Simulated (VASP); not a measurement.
# Sb (I4/mmm) in VASP: notebook

Sb is run at these levels: PBE; tasks: single point.

Everything below comes from runs of VASP 6.6.1. Logs are shortened: lines on timing, memory, paths and dates and some standing lists are left out, and cuts for length are marked.

## (1) The cell of the first run

It takes space group I4/mmm (No. 139, tetragonal). Conventional cell: a = 3.089 Å, b = 3.089 Å, c = 5.313 Å, α = 90.00°, β = 90.00°, γ = 90.00°. Within 4.1 Å of Sb (site symmetry 4/mmm) lie 12 Sb at 3.09 to 3.44 Å.

## (2) Single point, PBE (volume scaled by 0.94)

Contents of INCAR:

```
SYSTEM = Sb
  PREC = Accurate
  ENCUT = 520
  EDIFF = 1E-6
  ISMEAR = -1
  SIGMA = 0.05
  LREAL = .False.
  LASPH = .True.
  NELM = 60
  ALGO = Normal
  ISIF = 2
  LWAVE = .False.
  LCHARG = .False.
  GGA = PE
  NBANDS = 8
```

Contents of KPOINTS:

```
regular mesh
0
Gamma
  12 12 12
  0 0 0
```

Contents of POSCAR:

```
Sb
1.0
   -1.5443568632      1.5443568632      2.6565772150
    1.5443568632     -1.5443568632      2.6565772150
    1.5443568632      1.5443568632     -2.6565772150
Sb
1
Direct
    0.0000000000      0.0000000000      0.0000000000
```

Potentials or basis: VASP PAW PBE potentials, release 64 (Sb).

Launch:

```sh
> cat potpaw_PBE.64/Sb/POTCAR > POTCAR
> mpirun -np 1 vasp_std > vasp.out
```

OUTCAR:

```text
SYSTEM = Sb
   PREC = Accurate
   ENCUT = 520
   EDIFF = 1E-6
   ISMEAR = -1
   LREAL = .False.
   LASPH = .True.
   NELM = 60
   ISIF = 2
   GGA = PE

 ion  position               nearest neighbor table
   1  0.000  0.000  0.000-

  LATTYP: Found a body centered tetragonal cell.
 ALAT       =     3.0887137264
 C/A-ratio  =     1.7201835135

  Lattice vectors:

 A1 = (  -1.5443568632,   1.5443568632,   2.6565772150)
 A2 = (   1.5443568632,  -1.5443568632,   2.6565772150)
 A3 = (   1.5443568632,   1.5443568632,  -2.6565772150)

Analysis of symmetry for initial positions (statically):
=====================================================================
 Subroutine PRICEL returns:
 Original cell was already a primitive cell.

 Routine SETGRP: Setting up the symmetry group for a
 body centered tetragonal supercell.

 Subroutine GETGRP returns: Found 16 space group operations
 (whereof 16 operations were pure point group operations)
 out of a pool of 16 trial point group operations.

The static configuration has the point symmetry D_4h.

Analysis of symmetry for dynamics (positions and initial velocities):
=====================================================================
 Subroutine PRICEL returns:
 Original cell was already a primitive cell.

 Routine SETGRP: Setting up the symmetry group for a
 body centered tetragonal supercell.

 Subroutine GETGRP returns: Found 16 space group operations
 (whereof 16 operations were pure point group operations)
 out of a pool of 16 trial point group operations.

The dynamic configuration has the point symmetry D_4h.

 Subroutine INISYM returns: Found 16 space group operations
 (whereof 16 operations are pure point group operations),
 and found     1 'primitive' translations

----------------------------------------------------------------------------------------

                                     Primitive cell

  volume of cell :      25.3442

  direct lattice vectors                    reciprocal lattice vectors
    -1.544356863  1.544356863  2.656577215     0.000000000  0.323759367  0.188212109
     1.544356863 -1.544356863  2.656577215     0.323759367  0.000000000  0.188212109
     1.544356863  1.544356863 -2.656577215     0.323759367  0.323759367  0.000000000

  length of vectors
     3.439110167  3.439110167  3.439110167     0.374491556  0.374491556  0.457864887

  position of ions in fractional coordinates (direct lattice)
     0.000000000  0.000000000  0.000000000

[... 71 lines left out ...]
   LSORBIT =      F    spin-orbit coupling
   LASPH  =      T    aspherical Exc in radial PAW
   ENCUT  =  520.0 eV  38.22 Ry    6.18 a.u.   6.39  6.39  6.39*2*pi/ulx,y,z
   NELM   =     60;   NELMIN=  2; NELMDL= -5     # of ELM steps
   EDIFF  = 0.1E-05   stopping-criterion for ELM
   LREAL  =      F    real-space projection
   EDIFFG = 0.1E-04   stopping-criterion for IOM
   NSW    =      0    number of steps for IOM
   IBRION =     -1    ionic relax: 0-MD 1-quasi-New 2-CG
   NFREE  =      0    steps in history (QN), initial steepest desc. (CG)
   ISIF   =      2    stress and relaxation
   ISYM   =      2    0-nonsym 1-usesym 2-fastsym
   POTIM  = 0.5000    time-step for ionic-motion
   TEBEG  =    0.0;   TEEND  =   0.0 temperature during run
   PSTRESS=    0.0 pullay stress
   NELECT =       5.0000    total number of electrons
   NUPDOWN=      -1.0000    fix difference up-down
   EMIN   =  10.00;   EMAX   =-10.00  energy-range for DOS
   EFERMI =   0.00;   METHOD = LEGACY
   ISMEAR =    -1;   SIGMA  =   0.05  broadening in eV -4-tet -1-fermi 0-gaus
   EFERMI_NEDOS =   21; number of points for ismear=-14 and -15
   IALGO  =     38    algorithm
   IMIX   =      4    mixing-type and parameters
     AMIX     =   0.40;   BMIX     =  1.00
     AMIX_MAG =   1.60;   BMIX_MAG =  1.00
  volume/ion in A,a.u.               =      25.34       171.03
  Fermi-wavevector in a.u.,A,eV,Ry     =   0.953028  1.800961 12.357655  0.908262
  Thomas-Fermi vector in A             =   2.081645
   LORBIT       =      0    0 simple, 1 ext, 2 COOP (PROOUT), +10 PAW based schemes
   GGA     = PE    functional components
   LHFCALC =     F    Hartree Fock is set to
   AEXX    =    0.0000 exact exchange contribution
   IVDW    =     0    specifies the selected vdW correction
   LEPSILON=     F    determine dielectric tensor
   LRPA    =     F    only Hartree local field effects (RPA)
 non-spin polarized calculation
  energy-cutoff  :      520.00
  volume of cell :       25.34
 maximum number of plane-waves:       702
 NGX is ok and might be reduce to    28
   NGX = 13   NGY = 13   NGZ = 13

 number of electron       5.0000000 magnetization

 Free energy of the ion-electron system (eV)
  ---------------------------------------------------
  ext. energy  EPLUGINS =         0.00000000
  ---------------------------------------------------
  free energy    TOTEN  =        -3.80254657 eV

  energy without entropy =       -3.79716716  energy(sigma->0) =       -3.79985687

 E-fermi :   9.3538     XC(G=0): -10.4885

 val. band max:        9.3373369461   @ k =  -0.2500   0.0833  -0.0000
 cond. band min:       9.3734960100   @ k =  -0.3333   0.5000   0.0833
 fundamental gap:      0.0361590639
 Fermi energy:         9.3538359977

 k-point     1 :       0.0000    0.0000    0.0000
  band No.  band energies     occupation
      1      -4.1040      2.00000
      2      14.4457      0.00000
      3      15.2337      0.00000
      4      15.2337      0.00000
      5      18.9218      0.00000
      6      19.9940      0.00000
      7      20.2923      0.00000
      8      20.2932      0.00000
[... 243 lines left out ...]
 k-point    24 :      -0.4167    0.1667    0.0000
  band No.  band energies     occupation
      1      -0.6759      2.00000
      2       5.5694      2.00000
      3      10.7305      0.00000
      4      12.4220      0.00000
      5      16.0364      0.00000
      6      17.9142      0.00000
      7      20.0703      0.00000
      8      23.5905      0.00000

 [... further k-points ...]
[... 5 lines left out ...]
  --------------------------------------------------------------------------------------
  -------------------------------------------------------------------------------------
  Total        1.1207152      1.1207152      0.8210552      0.0000000     -0.0000000      0.0000000
  in kB       70.8480776     70.8480776     51.9045219      0.0000000     -0.0000000      0.0000000
  external PRESSURE =      64.5335590 kB  Pullay stress =       0.0000000 kB

 VOLUME and BASIS-vectors are now :
 -----------------------------------------------------------------------------
  energy-cutoff  :      520.00
  volume of cell :       25.34
      direct lattice vectors                 reciprocal lattice vectors
    -1.544356863  1.544356863  2.656577215     0.000000000  0.323759367  0.188212109
     1.544356863 -1.544356863  2.656577215     0.323759367  0.000000000  0.188212109
     1.544356863  1.544356863 -2.656577215     0.323759367  0.323759367  0.000000000

 POSITION                                       TOTAL-FORCE (eV/Angst)
 -----------------------------------------------------------------------------------
      0.00000      0.00000      0.00000         0.000000     -0.000000     -0.000000
 -----------------------------------------------------------------------------------
    total drift:                               -0.000000      0.000000      0.000000

  FREE ENERGIE OF THE ION-ELECTRON SYSTEM (eV)
  ---------------------------------------------------
  free  energy   TOTEN  =        -3.8025465732 eV

  energy  without entropy=       -3.7971671641  energy(sigma->0) =       -3.79985687
```

OSZICAR:

```text
N       E                     dE             d eps       ncg     rms          rms(c)
DAV:   1     0.531931473724E+01    0.53193E+01   -0.17235E+03  2616   0.415E+02
DAV:   2    -0.371120523092E+01   -0.90305E+01   -0.86946E+01  3616   0.534E+01
DAV:   3    -0.380776917207E+01   -0.96564E-01   -0.96298E-01  3232   0.625E+00
DAV:   4    -0.380802064766E+01   -0.25148E-03   -0.25146E-03  4024   0.384E-01
DAV:   5    -0.380802115910E+01   -0.51144E-06   -0.51137E-06  3408   0.112E-02    0.199E+00
DAV:   6    -0.380447606904E+01    0.35451E-02   -0.16626E-03  3328   0.212E-01    0.115E+00
DAV:   7    -0.380254214596E+01    0.19339E-02   -0.35860E-03  3176   0.313E-01    0.474E-02
DAV:   8    -0.380254585250E+01   -0.37065E-05   -0.85251E-05  3624   0.670E-02    0.890E-03
DAV:   9    -0.380254657317E+01   -0.72066E-06   -0.10766E-06  3568   0.802E-03
   1 F= -.38025466E+01 E0= -.37998569E+01  d E =-.537941E-02
```

stdout:

```text
POSCAR found type information on POSCAR Sb
 POSCAR found :  1 types and       1 ions
 scaLAPACK will be used
 LDA part: xc-table for (Slater+PW92), standard interpolation
 POSCAR, INCAR and KPOINTS ok, starting setup
 FFT: planning ... GRIDC
 FFT: planning ... GRID_SOFT
 FFT: planning ... GRID
 WAVECAR not read
 entering main loop
```

It took 35 s on 1 thread of Intel Xeon Platinum 8259CL at 2.50GHz (Skylake/Cascade Lake), shared host; peak memory 0.17 GiB.

Results:

- Free energy: -3.8025 eV
- Pressure: 6.5 GPa

Levels at points of the mesh, in eV from the Fermi level:
| k point | band 1 | band 2 | band 3 | band 4 | band 5 | band 6 |
| --- | --- | --- | --- | --- | --- | --- |
| (0.00, 0.00, 0.00) | -13.46 | 5.09 | 5.88 | 5.88 | 9.57 | 10.64 |
| (0.50, 0.00, 0.00) | -9.27 | -6.22 | 1.91 | 5.81 | 6.24 | 10.52 |
| (0.50, 0.50, 0.00) | -6.51 | -4.71 | -1.08 | 0.59 | 3.45 | 4.30 |
| (0.50, 0.50, 0.50) | -9.41 | -6.08 | 2.23 | 2.23 | 5.92 | 6.29 |

Caveat: spin-orbit coupling is left out, which moves the levels of the heavy elements.

## (3) Single point, PBE (volume scaled by 0.96)

Contents of INCAR:

```
SYSTEM = Sb
PREC = Accurate ; ENCUT = 520
EDIFF = 1E-7 ; ISMEAR = -1
SIGMA = 0.05 ; LREAL = .FALSE.
LASPH = .TRUE. ; NELM = 60
ALGO = Normal ; ISIF = 2
LWAVE = .FALSE. ; LCHARG = .FALSE.
GGA = PE ; NBANDS = 8
```

Contents of KPOINTS:

```
regular mesh
0
G
  12 12 12
  0 0 0
```

Contents of POSCAR:

```
Sb
1.0
   -1.5552329741      1.5552329741      2.6752861216
    1.5552329741     -1.5552329741      2.6752861216
    1.5552329741      1.5552329741     -2.6752861216
Sb
1
Direct
    0.0000000000      0.0000000000      0.0000000000
```

Potentials or basis: VASP PAW PBE potentials, release 64 (Sb).

Launch:

```sh
> cat potpaw_PBE.64/Sb/POTCAR > POTCAR
> mpirun -np 1 vasp_std > vasp.out
```

It took 30 s on 1 thread of Intel Xeon Platinum 8259CL at 2.50GHz (Skylake/Cascade Lake), shared host; peak memory 0.17 GiB.

Results (log left out):

```yaml
Free_energy: -3.8212 eV
Pressure: 4.7 GPa
```

Stress tensor (GPa, compression positive):
```
5.17 0.00 0.00
0.00 5.17 0.00
0.00 0.00 3.69
```

Levels at points of the mesh, in eV from the Fermi level:
| k point | band 1 | band 2 | band 3 | band 4 | band 5 | band 6 | band 7 |
| --- | --- | --- | --- | --- | --- | --- | --- |
| (0.00, 0.00, 0.00) | -13.28 | 4.93 | 5.73 | 5.73 | 9.49 | 10.64 | 10.85 |
| (0.50, 0.00, 0.00) | -9.22 | -6.07 | 1.86 | 5.66 | 6.20 | 10.43 | 10.51 |
| (0.50, 0.50, 0.00) | -6.56 | -4.60 | -1.06 | 0.59 | 3.45 | 4.32 | 15.92 |
| (0.50, 0.50, 0.50) | -9.36 | -5.94 | 2.19 | 2.19 | 5.90 | 6.22 | 18.40 |

Caveat: spin-orbit coupling is left out, which moves the levels of the heavy elements.

## (4) Single point, PBE (volume scaled by 0.98)

Contents of INCAR:

```
  ALGO = Normal
  EDIFF = 1E-6
  ENCUT = 520
  GGA = PE
  ISIF = 2
  ISMEAR = -1
  LASPH = True
  LCHARG = True
  LELF = True
  LREAL = False
  LVHAR = True
  LWAVE = False
  NBANDS = 8
  NELM = 60
  PREC = Accurate
  SIGMA = 0.05
```

Contents of KPOINTS:

```
k-points
0
Gamma
  12 12 12
```

Contents of POSCAR:

```
Sb
1.0
   -1.5659590577      1.5659590577      2.6937369538
    1.5659590577     -1.5659590577      2.6937369538
    1.5659590577      1.5659590577     -2.6937369538
Sb
1
Direct
    0.0000000000      0.0000000000      0.0000000000
```

Launch:

```sh
> cat potpaw_PBE.64/Sb/POTCAR > POTCAR
> mpirun -np 1 vasp_std > vasp.out
```

Wall time 25 s (1 thread of Intel Xeon Platinum 8259CL at 2.50GHz (Skylake/Cascade Lake), shared host); peak memory 0.17 GiB.

The run converged. Its results:

| Property | Result |
| --- | --- |
| Free energy | -3.8342 eV |
| Pressure | 3.1 GPa |

Stress tensor (GPa, compression positive):
```
3.46 0.00 0.00
0.00 3.46 0.00
0.00 0.00 2.35
```

Levels at points of the mesh, in eV from the Fermi level:
```
           k point  band 1  band 2  band 3  band 4  band 5  band 6  band 7
(0.00, 0.00, 0.00)  -13.11    4.78    5.58    5.58    9.42   10.64   10.74
(0.50, 0.00, 0.00)   -9.18   -5.94    1.82    5.51    6.15   10.30   10.49
(0.50, 0.50, 0.00)   -6.60   -4.50   -1.04    0.59    3.46    4.34   15.80
(0.50, 0.50, 0.50)   -9.32   -5.80    2.15    2.15    5.89    6.16   18.27
```

Caveat: spin-orbit coupling is left out, which moves the levels of the heavy elements.

## (5) Summary

```tsv
cell	gap on the mesh (eV)	pressure (GPa)
a = 3.439 Å, angles 126.6, 126.6, 78.8°, 1 atom	none	6.5
a = 3.463 Å, angles 126.6, 126.6, 78.8°, 1 atom	none	4.7
a = 3.487 Å, angles 126.6, 126.6, 78.8°, 1 atom	none	3.1
```

Alike in all rows: task single point; level PBE; potentials or basis VASP PAW PBE potentials, release 64 (Sb); no spin polarisation; k mesh 12 × 12 × 12; cutoff (eV) 520; smearing fermi-dirac 0.05 eV.

Caveats: spin-orbit coupling is left out, which moves the levels of the heavy elements.

Absolute energies hang on the potentials; compare differences alone.
